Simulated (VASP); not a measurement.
Input of a VASP 6.6.1 run:

INCAR

```
  PREC = Accurate
  ENCUT = 520
  EDIFF = 1E-8
  ISMEAR = -1
  SIGMA = 0.02
  LREAL = False
  LASPH = True
  NELM = 80
  ALGO = Normal
  ISIF = 2
  LWAVE = False
  LCHARG = False
  LEFG = True
  NBANDS = 26
```

KPOINTS

```
regular mesh
0
Gamma
  11 11 6
```

File POSCAR:

```
ZnO
1.0
    3.2601941478      0.0000000000      0.0000000000
   -1.6300970738      2.8234109532      0.0000000000
    0.0000000000      0.0000000000      5.2210884991
Zn O
2 2
Direct
    0.3333333333      0.6666666667      0.0000000000
    0.6666666667      0.3333333333      0.5000000000
    0.3333333333      0.6666666667      0.3821000000
    0.6666666667      0.3333333333      0.8821000000
```

Potentials or basis: VASP PAW LDA potentials, release 64 (Zn, O).

Run with:

```bash
$ cat potpaw_LDA.64/Zn/POTCAR potpaw_LDA.64/O/POTCAR > POTCAR
$ mpirun -np 1 vasp_std > vasp.out
```

(1) Predict the largest force.

(2) What does it give for the band gap on the k mesh?

(3) What does it give for the pressure?

Answers

(1) 0.041 eV/Å.

(2) 0.73 eV.

(3) -7.3 GPa.

Caveat: the cell stands under tension; semilocal functionals underestimate gaps, and a narrow one can read as zero; without QUAD_EFG the Cq values of the log hold for a quadrupole moment of 1 mb, not for the nuclei.
